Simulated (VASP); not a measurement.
Ni:

```xyz
2
Lattice="-1.7905 -1.7905 -3.5810 1.7905 -1.7905 0.0000 -1.7905 -1.7905 0.0000" Properties=species:S:1:pos:R:3 pbc="T T T"
Ni    0.0000    0.0000    0.0000
Ni    0.0000   -1.7905   -1.7905
```

Base run:

```yaml
Program: VASP 6.6.1
Functional: PBE
Potentials_or_basis: VASP PAW PBE potentials, release 64 (Ni)
Cutoff: 520 eV
k_mesh: 9 × 12 × 15
Occupations: fermi-dirac, width 0.1 eV
Spin: collinear spin
Starting_moments: "[0.06, 0.06] μB"
```

Its results: pressure -9.6 GPa; net moment 0.00 μB per cell.

Question: The run is repeated on the same cell with these changes: moments at the start from [0.06, 0.06] to [0.0, 2.0]. What comes out?

Answer: Pressure -8.6 GPa; net moment 1.27 μB per cell; site moments Ni +0.65 μB.

Caveats: the cell stands under tension.
